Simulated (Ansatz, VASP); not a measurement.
Two plane-wave programs on MgO

INCAR

```
SYSTEM = MgO
PREC     = Accurate       ! precision mode
ENCUT    = 520            ! plane-wave cutoff, eV
EDIFF    = 1E-6           ! SCF threshold, eV
ISMEAR   = 0              ! smearing method
SIGMA    = 0.05           ! smearing width, eV
LREAL    = .False.        ! projectors in reciprocal space
LASPH    = .True.         ! aspherical terms in the spheres
NELM     = 80             ! most SCF steps
ALGO     = Normal         ! electronic algorithm
ISIF     = 2              ! what is computed and relaxed
LWAVE    = .False.        ! write WAVECAR
LCHARG   = .False.        ! write CHGCAR
GGA      = PE             ! functional
NBANDS   = 16             ! bands
```

Contents of KPOINTS:

```
Automatic mesh
0
Gamma
  9 9 6
  0 0 0
```

File POSCAR:

```
MgO
1.0
    3.5474000000      0.0000000000      0.0000000000
   -1.7737000000      3.0721385174      0.0000000000
    0.0000000000      0.0000000000      5.5313000000
Mg O
2 2
Direct
    0.3333333333      0.6666666667      0.0063188013
    0.6666666667      0.3333333333      0.5063188013
    0.3333333333      0.6666666667      0.3982811987
    0.6666666667      0.3333333333      0.8982811987
```

Input for Ansatz:

```yaml
crystal:
  lattice:
    - [3.5474, 0.0, 0.0]
    - [-1.7737, 3.0721385174, 0.0]
    - [0.0, 0.0, 5.5313]
  atoms:
    - { symbol: Mg, position: [0.3333333333, 0.6666666667, 0.0063188013] }
    - { symbol: Mg, position: [0.6666666667, 0.3333333333, 0.5063188013] }
    - { symbol: O, position: [0.3333333333, 0.6666666667, 0.3982811987] }
    - { symbol: O, position: [0.6666666667, 0.3333333333, 0.8982811987] }
basis:
  ecutwfc: 520.0
kpoints:
  mp_grid: { grid: [9, 9, 6] }
hamiltonian:
  xc: pbe
  pseudopotentials: { kind: paw, azcp: { folder: soft_1 } }
scf:
  occupations: { method: gaussian, width: 0.05 }
output:
  forces: true
  stress: true
  eigenvalues: true
```

Alike in both runs: task single point; functional PBE; k mesh 9 × 9 × 6; occupations gaussian, width 0.05 eV; no spin polarisation.

|  | VASP | Ansatz |
| --- | --- | --- |
| version | VASP 6.6.1 | Ansatz 0.2.0 |
| potentials or method | VASP PAW PBE potentials, release 64 (Mg, O), cutoff 520 eV | scalar-relativistic, plane waves, PAW |
| valence electrons in the cell | 16 | 32 |

```csv
,VASP,Ansatz,Ansatz less VASP
gap on the k mesh at the Fermi level (eV),2.37,2.39,+0.020
least direct gap on the mesh (eV),2.37,2.39,+0.020
pressure (GPa),-16.2,-15.8,+0.39
"traceless stress, the component that is largest in VASP (GPa)",0.71,0.68,-0.032
rms of the force components (eV/Å),0.068,0.067,-0.0012
```

Atom by atom the forces differ by 0.001 eV/Å (rms over components). VASP's potentials hold 16 valence electrons a cell and Ansatz's 32, so a difference there can come from the potentials and not from the codes.
